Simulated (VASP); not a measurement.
Set up this calculation in VASP 6.6.1, as the native input.

| Quantity | Value |
| --- | --- |
| Task | relaxation of cell and atoms |
| Functional | revPBE |
| Potentials or basis | VASP PAW PBE potentials, release 64 (As) |
| Cutoff | 600 eV |
| k mesh | 13 × 13 × 13 |
| Occupations | fermi-dirac, width 0.1 eV |
| Spin | no spin polarisation |
| Dipole correction | no |
| Further INCAR settings | ALGO = Normal; EDIFF = 1e-06; IBRION = 2; EDIFFG = -0.01; NSW = 80; ISIF = 3 |

The structure of As lies in POSCAR:

```
As
1.0
   -1.6601131187      1.6601131187      1.6601131187
    1.6601131187     -1.6601131187      1.6601131187
    1.6601131187      1.6601131187     -1.6601131187
As
1
Direct
    0.0000000000      0.0000000000      0.0000000000
```

These files were run (other wordings do the same):

INCAR

```
PREC = Accurate ; ENCUT = 600
EDIFF = 1E-6 ; ISMEAR = -1
SIGMA = 0.1 ; LREAL = False
LASPH = True ; NELM = 100
ALGO = Normal ; ISIF = 3
LWAVE = False ; LCHARG = False
GGA = RE ; IBRION = 2
NSW = 80 ; EDIFFG = -0.01
```

KPOINTS

```
Automatic mesh
0
Gamma
  13 13 13
```

Potentials or basis: VASP PAW PBE potentials, release 64 (As).

The run is started by

```sh
$ cat potpaw_PBE.64/As/POTCAR > POTCAR
$ mpirun -np 1 vasp_std > vasp.out
```

Results of the run:

```json
{
  "Relaxed volume": "19.32 Å³/atom",
  "Relaxed cell": "a = 2.928 Å, b = 2.928 Å, c = 2.928 Å, α = 109.47°, β = 109.47°, γ = 109.47°",
  "Space group after relaxing (to 0.05 Å)": "Im-3m (No. 229)",
  "Energy gained by relaxing": "14.1 meV/atom",
  "Ionic steps": "3",
  "Pressure after relaxing": "0.0 GPa"
}
```

Caveat: the PAW data sets were made with another functional, which shifts forces and pressure a little.

It used 11 s of CPU time on 1 thread of Intel Xeon 6975P-C (shared host).
